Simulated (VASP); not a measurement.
# Sb in VASP: notebook

The runs below take Sb through single point, with PBE.

All numbers are computed with VASP 6.6.1; they aren't measurements. Logs are shortened: lines on timing, memory, paths and dates and some standing lists are left out, and cuts for length are marked.

## Step 1: The cell of the first run

It takes space group Fm-3m (No. 225, cubic). Conventional cell: a = 4.774 Å, b = 4.774 Å, c = 4.774 Å, α = 90.00°, β = 90.00°, γ = 90.00°. Within 4.4 Å of Sb (site symmetry m-3m) lie 12 Sb at 3.38 Å.

## Step 2: Single point, PBE

INCAR

```
SYSTEM = Sb
ALGO = Normal
EDIFF = 1E-6
ENCUT = 520
GGA = PE
ISIF = 2
ISMEAR = -1
LASPH = .True.
LCHARG = .True.
LELF = .True.
LREAL = .False.
LVHAR = .True.
LWAVE = .False.
NBANDS = 8
NELM = 100
PREC = Accurate
SIGMA = 0.05
```

KPOINTS

```
k-points
0
Gamma
  10 10 10
  0 0 0
```

POSCAR

```
Sb
1.0
    0.0000000000      2.3869465721      2.3869465721
    2.3869465721      0.0000000000      2.3869465721
    2.3869465721      2.3869465721      0.0000000000
Sb
1
Direct
    0.0000000000      0.0000000000      0.0000000000
```

Potentials or basis: VASP PAW PBE potentials, release 64 (Sb).

Launch:

```console
> cat potpaw_PBE.64/Sb/POTCAR > POTCAR
> mpirun -np 1 vasp_std > vasp.out
```

OUTCAR:

```text
SYSTEM = Sb
   EDIFF = 1E-6
   ENCUT = 520
   GGA = PE
   ISIF = 2
   ISMEAR = -1
   LASPH = .True.
   LREAL = .False.
   NELM = 100
   PREC = Accurate

 ion  position               nearest neighbor table
   1  0.000  0.000  0.000-

  LATTYP: Found a face centered cubic cell.
 ALAT       =     4.7738931442

  Lattice vectors:

 A1 = (   0.0000000000,   2.3869465721,   2.3869465721)
 A2 = (   2.3869465721,   0.0000000000,   2.3869465721)
 A3 = (   2.3869465721,   2.3869465721,   0.0000000000)

Analysis of symmetry for initial positions (statically):
=====================================================================
 Subroutine PRICEL returns:
 Original cell was already a primitive cell.

 Routine SETGRP: Setting up the symmetry group for a
 face centered cubic supercell.

 Subroutine GETGRP returns: Found 48 space group operations
[... 9 lines left out ...]

 Routine SETGRP: Setting up the symmetry group for a
 face centered cubic supercell.

 Subroutine GETGRP returns: Found 48 space group operations
[... 11 lines left out ...]
                                     Primitive cell

  volume of cell :      27.1993

  direct lattice vectors                    reciprocal lattice vectors
     0.000000000  2.386946572  2.386946572    -0.209472640  0.209472640  0.209472640
     2.386946572  0.000000000  2.386946572     0.209472640 -0.209472640  0.209472640
     2.386946572  2.386946572  0.000000000     0.209472640  0.209472640 -0.209472640

  length of vectors
     3.375652215  3.375652215  3.375652215     0.362817255  0.362817255  0.362817255

  position of ions in fractional coordinates (direct lattice)
     0.000000000  0.000000000  0.000000000

  ion indices of the primitive-cell ions
   primitive index   ion index
                 1           1

----------------------------------------------------------------------------------------

 KPOINTS: k-points

Automatic generation of k-mesh.
 Grid dimensions read from file:
 generate k-points for:   10   10   10

 Generating k-lattice:

  Cartesian coordinates                     Fractional coordinates (reciprocal lattice)
    -0.020947264  0.020947264  0.020947264     0.100000000  0.000000000  0.000000000
     0.020947264 -0.020947264  0.020947264     0.000000000  0.100000000  0.000000000
     0.020947264  0.020947264 -0.020947264     0.000000000  0.000000000  0.100000000

  Length of vectors
     0.036281726  0.036281726  0.036281726

  Shift w.r.t. Gamma in fractional coordinates (k-lattice)
     0.000000000  0.000000000  0.000000000

[... 45 lines left out ...]
   LNONCOLLINEAR =      F non collinear calculations
   LSORBIT =      F    spin-orbit coupling
   LASPH  =      T    aspherical Exc in radial PAW
   ENCUT  =  520.0 eV  38.22 Ry    6.18 a.u.   6.28  6.28  6.28*2*pi/ulx,y,z
   NELM   =    100;   NELMIN=  2; NELMDL= -5     # of ELM steps
   EDIFF  = 0.1E-05   stopping-criterion for ELM
   LREAL  =      F    real-space projection
   EDIFFG = 0.1E-04   stopping-criterion for IOM
   NSW    =      0    number of steps for IOM
   IBRION =     -1    ionic relax: 0-MD 1-quasi-New 2-CG
   NFREE  =      0    steps in history (QN), initial steepest desc. (CG)
   ISIF   =      2    stress and relaxation
   ISYM   =      2    0-nonsym 1-usesym 2-fastsym
   POTIM  = 0.5000    time-step for ionic-motion
   TEBEG  =    0.0;   TEEND  =   0.0 temperature during run
   PSTRESS=    0.0 pullay stress
   NELECT =       5.0000    total number of electrons
   NUPDOWN=      -1.0000    fix difference up-down
   EMIN   =  10.00;   EMAX   =-10.00  energy-range for DOS
   EFERMI =   0.00;   METHOD = LEGACY
   ISMEAR =    -1;   SIGMA  =   0.05  broadening in eV -4-tet -1-fermi 0-gaus
   EFERMI_NEDOS =   21; number of points for ismear=-14 and -15
   IALGO  =     38    algorithm
   IMIX   =      4    mixing-type and parameters
     AMIX     =   0.40;   BMIX     =  1.00
     AMIX_MAG =   1.60;   BMIX_MAG =  1.00
  volume/ion in A,a.u.               =      27.20       183.55
  Fermi-wavevector in a.u.,A,eV,Ry     =   0.930848  1.759048 11.789151  0.866478
  Thomas-Fermi vector in A             =   2.057279
   LORBIT       =      0    0 simple, 1 ext, 2 COOP (PROOUT), +10 PAW based schemes
   GGA     = PE    functional components
   LHFCALC =     F    Hartree Fock is set to
   AEXX    =    0.0000 exact exchange contribution
   IVDW    =     0    specifies the selected vdW correction
   LEPSILON=     F    determine dielectric tensor
   LRPA    =     F    only Hartree local field effects (RPA)
 non-spin polarized calculation
  energy-cutoff  :      520.00
  volume of cell :       27.20
 maximum number of plane-waves:       754
 NGX is ok and might be reduce to    28
   NGX = 13   NGY = 13   NGZ = 13

 number of electron       5.0000000 magnetization

 Free energy of the ion-electron system (eV)
  ---------------------------------------------------
  ext. energy  EPLUGINS =         0.00000000
  ---------------------------------------------------
  free energy    TOTEN  =        -3.82334687 eV

  energy without entropy =       -3.81701440  energy(sigma->0) =       -3.82018063

 E-fermi :   8.3724     XC(G=0): -10.1903

 val. band max:        8.3317050941   @ k =  -0.4000   0.4000   0.1000
 cond. band min:       8.4196759939   @ k =  -0.2000   0.2000   0.0000
 fundamental gap:      0.0879708998
 Fermi energy:         8.3723509833

 k-point     1 :       0.0000    0.0000    0.0000
  band No.  band energies     occupation
      1      -4.4535      2.00000
      2      13.6396      0.00000
      3      13.6396      0.00000
      4      13.6396      0.00000
      5      18.3142      0.00000
      6      18.3142      0.00000
      7      18.3142      0.00000
      8      18.6372      0.00000
[... 243 lines left out ...]
 k-point    24 :       0.4000    0.3000    0.0000
  band No.  band energies     occupation
      1      -1.2279      2.00000
      2       6.3010      2.00000
      3       8.6426      0.00894
      4       9.5246      0.00000
      5      13.5435      0.00000
      6      14.7527      0.00000
      7      23.1236      0.00000
      8      23.7946      0.00000

 [... further k-points ...]
[... 5 lines left out ...]
  --------------------------------------------------------------------------------------
  -------------------------------------------------------------------------------------
  Total        0.0847883      0.0847883      0.0847883     -0.0000000      0.0000000     -0.0000000
  in kB        4.9944566      4.9944566      4.9944566     -0.0000000      0.0000000     -0.0000000
  external PRESSURE =       4.9944566 kB  Pullay stress =       0.0000000 kB

 VOLUME and BASIS-vectors are now :
 -----------------------------------------------------------------------------
  energy-cutoff  :      520.00
  volume of cell :       27.20
      direct lattice vectors                 reciprocal lattice vectors
     0.000000000  2.386946572  2.386946572    -0.209472640  0.209472640  0.209472640
     2.386946572  0.000000000  2.386946572     0.209472640 -0.209472640  0.209472640
     2.386946572  2.386946572  0.000000000     0.209472640  0.209472640 -0.209472640

 POSITION                                       TOTAL-FORCE (eV/Angst)
 -----------------------------------------------------------------------------------
      0.00000      0.00000      0.00000         0.000000      0.000000      0.000000
 -----------------------------------------------------------------------------------
    total drift:                                0.000000      0.000000     -0.000000

  FREE ENERGIE OF THE ION-ELECTRON SYSTEM (eV)
  ---------------------------------------------------
  free  energy   TOTEN  =        -3.8233468687 eV

  energy  without entropy=       -3.8170143959  energy(sigma->0) =       -3.82018063
```

OSZICAR:

```text
N       E                     dE             d eps       ncg     rms          rms(c)
DAV:   1     0.489812744086E+01    0.48981E+01   -0.16380E+03   768   0.408E+02
DAV:   2    -0.372697067731E+01   -0.86251E+01   -0.83861E+01  1072   0.508E+01
DAV:   3    -0.382804482604E+01   -0.10107E+00   -0.10088E+00   920   0.621E+00
DAV:   4    -0.382830260666E+01   -0.25778E-03   -0.25778E-03  1168   0.381E-01
DAV:   5    -0.382830301057E+01   -0.40391E-06   -0.40477E-06   952   0.995E-03    0.166E+00
DAV:   6    -0.382504478753E+01    0.32582E-02   -0.20306E-03  1000   0.236E-01    0.941E-01
DAV:   7    -0.382333337317E+01    0.17114E-02   -0.42293E-03   800   0.342E-01    0.546E-02
DAV:   8    -0.382334672928E+01   -0.13356E-04   -0.53737E-05  1088   0.574E-02    0.711E-03
DAV:   9    -0.382334686874E+01   -0.13947E-06   -0.70503E-07  1032   0.674E-03
   1 F= -.38233469E+01 E0= -.38201806E+01  d E =-.633247E-02
```

It took 10 s on 1 thread of AMD EPYC 7R43 (Zen 3), shared host; peak memory 0.12 GiB.

Results:

* Free energy: -3.8233 eV
* Pressure: 0.5 GPa

Caveat: spin-orbit coupling is left out, which moves the levels of the heavy elements.

## Step 3: Single point, PBE

This run uses another cell than the first one, of 27.73 Å³/atom, 1.020 times its volume.

INCAR

```
ALGO = Normal ; EDIFF = 1E-7
ENCUT = 520 ; GGA = PE
ISIF = 2 ; ISMEAR = -1
LASPH = True ; LCHARG = True
LELF = True ; LREAL = False
LVHAR = True ; LWAVE = False
NBANDS = 8 ; NELM = 80
PREC = Accurate ; SIGMA = 0.05
```

KPOINTS

```
k-points
0
Gamma
  10 10 10
```

POSCAR

```
Sb
1.0
    0.0000000000      2.4024466595      2.4024466595
    2.4024466595      0.0000000000      2.4024466595
    2.4024466595      2.4024466595      0.0000000000
Sb
1
Direct
    0.0000000000      0.0000000000      0.0000000000
```

Potentials or basis: VASP PAW PBE potentials, release 64 (Sb).

Launch:

```console
> cat potpaw_PBE.64/Sb/POTCAR > POTCAR
> mpirun -np 1 vasp_std > vasp.out
```

It took 13 s on 1 thread of AMD EPYC 7R43 (Zen 3), shared host; peak memory 0.11 GiB.

It converged, with:

```yaml
Free_energy: -3.8231 eV
Pressure: -0.6 GPa
```

Levels at points of the mesh, in eV from the Fermi level:
```tsv
k point	band 1	band 2	band 3	band 4	band 5	band 6	band 7
(0.00, 0.00, 0.00)	-12.69	5.12	5.12	5.12	9.87	9.87	9.87
(0.50, 0.00, 0.00)	-9.10	-5.62	3.50	3.50	8.00	9.04	9.04
(0.50, 0.50, 0.00)	-7.56	-4.75	0.38	0.38	4.14	4.63	17.37
```

Caveat: spin-orbit coupling is left out, which moves the levels of the heavy elements.

## Step 4: Single point, PBE

This run uses another cell than the first one, of 28.27 Å³/atom, 1.039 times its volume.

INCAR

```
SYSTEM = Sb
ALGO     = Normal         ! electronic algorithm
EDIFF    = 1E-7           ! SCF threshold, eV
ENCUT    = 520            ! plane-wave cutoff, eV
GGA      = PE             ! functional
ISIF     = 2              ! what is computed and relaxed
ISMEAR   = -1             ! smearing method
LASPH    = .TRUE.         ! aspherical terms in the spheres
LCHARG   = .FALSE.        ! write CHGCAR
LREAL    = .FALSE.        ! projectors in reciprocal space
LWAVE    = .FALSE.        ! write WAVECAR
NBANDS   = 8              ! bands
NELM     = 80             ! most SCF steps
PREC     = Accurate       ! precision mode
SIGMA    = 0.05           ! smearing width, eV
```

KPOINTS

```
k-points
0
G
  10 10 10
  0 0 0
```

POSCAR

```
Sb
1.0
    0.0000000000      2.4177492801      2.4177492801
    2.4177492801      0.0000000000      2.4177492801
    2.4177492801      2.4177492801      0.0000000000
Sb
1
Direct
    0.0000000000      0.0000000000      0.0000000000
```

Launch:

```console
> cat potpaw_PBE.64/Sb/POTCAR > POTCAR
> mpirun -np 1 vasp_std > vasp.out
```

Run time: 13 s. Hardware: 1 thread of AMD EPYC 7R43 (Zen 3), shared host; peak memory 0.11 GiB.

The run converged. Its results:

| Item | Value |
| --- | --- |
| Free energy | -3.8192 eV |
| Pressure | -1.7 GPa |

Levels at points of the mesh, in eV from the Fermi level:
```csv
k point,band 1,band 2,band 3,band 4,band 5
"(0.00, 0.00, 0.00)",-12.55,4.97,4.97,4.97,9.80
"(0.50, 0.00, 0.00)",-9.07,-5.51,3.40,3.40,7.87
"(0.50, 0.50, 0.00)",-7.58,-4.66,0.37,0.37,4.11
```

Caveat: spin-orbit coupling is left out, which moves the levels of the heavy elements.

## Step 5: Single point, PBE (the cell strained at random)

INCAR

```
PREC = Accurate
ENCUT = 520
EDIFF = 1E-6
ISMEAR = -1
SIGMA = 0.05
LREAL = F
LASPH = T
NELM = 100
ALGO = Normal
ISIF = 2
LWAVE = F
LCHARG = F
GGA = PE
NBANDS = 8
```

KPOINTS

```
Automatic mesh
0
Gamma
  10 10 10
```

POSCAR

```
Sb
1.0
   -0.0167630000      2.3807070000      2.4016500000
    2.3697530000      0.0443490000      2.3405380000
    2.4096310000      2.3594730000      0.0044710000
Sb
1
Direct
   -0.0075380000      0.0130910000     -0.0107430000
```

Potentials or basis: VASP PAW PBE potentials, release 64 (Sb).

Launch:

```console
> cat potpaw_PBE.64/Sb/POTCAR > POTCAR
> mpirun -np 1 vasp_std > vasp.out
```

OUTCAR:

```text
PREC = Accurate
   ENCUT = 520
   EDIFF = 1E-6
   ISMEAR = -1
   LREAL = F
   LASPH = T
   NELM = 100
   ISIF = 2
   GGA = PE

 ion  position               nearest neighbor table
   1  0.992  0.013  0.989-

  LATTYP: Found a triclinic cell.
 ALAT       =     5.8388054287
 B/A-ratio  =     0.5791785800
 C/A-ratio  =     2.3286727484
 COS(alpha) =     0.0005316146
 COS(beta)  =     0.4827991618
 COS(gamma) =     0.8703365527

  Lattice vectors:

 A1 = (  -2.4032790000,   4.7170650000,   2.4627620000)
 A2 = (  -0.0167630000,   2.3807070000,   2.4016500000)
 A3 = (  -9.4726600000,   6.8991420000,  -6.8949190000)

Analysis of symmetry for initial positions (statically):
=====================================================================
 Subroutine PRICEL returns:
 Original cell was already a primitive cell.

 Routine SETGRP: Setting up the symmetry group for a
 triclinic supercell.

 Subroutine GETGRP returns: Found  2 space group operations
 (whereof  1 operations were pure point group operations)
 out of a pool of  2 trial point group operations.

[... 157 lines left out ...]
  ---------------------------------------------------
  free energy    TOTEN  =        -3.82071359 eV

  energy without entropy =       -3.81585470  energy(sigma->0) =       -3.81828415

 E-fermi :   8.6764     XC(G=0): -10.2767

 val. band max:        8.6727481235   @ k =  -0.3000   0.1000   0.5000
 cond. band min:       8.7005535654   @ k =   0.4000   0.1000   0.5000
 fundamental gap:      0.0278054420
 Fermi energy:         8.6764357937

 k-point     1 :       0.0000    0.0000    0.0000
  band No.  band energies     occupation
      1      -4.3548      2.00000
      2      13.7119      0.00000
      3      13.9501      0.00000
      4      14.4265      0.00000
      5      18.2721      0.00000
      6      18.5130      0.00000
      7      18.9601      0.00000
      8      19.0340      0.00000
[... 243 lines left out ...]
 k-point    24 :      -0.3000    0.2000    0.0000
  band No.  band energies     occupation
      1      -1.1518      2.00000
      2       5.1937      2.00000
      3       8.3981      1.99238
      4      12.0404      0.00000
      5      15.8745      0.00000
      6      19.5862      0.00000
      7      20.1045      0.00000
      8      21.4455      0.00000

 [... further k-points ...]
[... 5 lines left out ...]
  --------------------------------------------------------------------------------------
  -------------------------------------------------------------------------------------
  Total        0.2866698      0.2944668      0.2255232      0.0685342      0.0119848      0.0361028
  in kB       17.2240320     17.6924963     13.5501492      4.1177502      0.7200829      2.1691734
  external PRESSURE =      16.1555592 kB  Pullay stress =       0.0000000 kB

 VOLUME and BASIS-vectors are now :
 -----------------------------------------------------------------------------
  energy-cutoff  :      520.00
  volume of cell :       26.67
      direct lattice vectors                 reciprocal lattice vectors
    -0.016763000  2.380707000  2.401650000    -0.207089155  0.211101750  0.205674078
     2.369753000  0.044349000  2.340538000     0.212104767 -0.217024180  0.216612120
     2.409631000  2.359473000  0.004471000     0.204966095  0.214901120 -0.211596509

 POSITION                                       TOTAL-FORCE (eV/Angst)
 -----------------------------------------------------------------------------------
      2.39813      4.69747      2.41861         0.000000      0.000000      0.000000
 -----------------------------------------------------------------------------------
    total drift:                               -0.000000     -0.000000     -0.000000

  FREE ENERGIE OF THE ION-ELECTRON SYSTEM (eV)
  ---------------------------------------------------
  free  energy   TOTEN  =        -3.8207135912 eV

  energy  without entropy=       -3.8158547020  energy(sigma->0) =       -3.81828415
```

stdout:

```text
POSCAR found type information on POSCAR Sb
 POSCAR found :  1 types and       1 ions
 scaLAPACK will be used
 LDA part: xc-table for (Slater+PW92), standard interpolation
 POSCAR, INCAR and KPOINTS ok, starting setup
 FFT: planning ... GRIDC
 FFT: planning ... GRID_SOFT
 FFT: planning ... GRID
 WAVECAR not read
 entering main loop
```

It took 2 min on 1 thread of AMD EPYC 7R43 (Zen 3), shared host; peak memory 0.2 GiB.

Results:

```
Free energy : -3.8207 eV
Pressure    : 1.6 GPa
```

Caveat: the cell differs from its parent crystal (the cell strained at random); spin-orbit coupling is left out, which moves the levels of the heavy elements.

## Step 6: Overview

```csv
cell,gap on the mesh (eV),pressure (GPa)
"a = 3.376 Å, angles 60.0°, 1 atom",none,0.5
"a = 3.398 Å, angles 60.0°, 1 atom",none,-0.6
"a = 3.419 Å, angles 60.0°, 1 atom",none,-1.7
"a = 3.382, b = 3.331, c = 3.372 Å, angles 58.8, 60.7, 59.7°, 1 atom",none,1.6
```

Alike in all rows: task single point; level PBE; potentials or basis VASP PAW PBE potentials, release 64 (Sb); no spin polarisation; k mesh 10 × 10 × 10; cutoff (eV) 520; smearing fermi-dirac 0.05 eV.

Caveats: spin-orbit coupling is left out, which moves the levels of the heavy elements.

Total energies depend on the potentials used, so only differences within one code and one set of settings carry meaning.
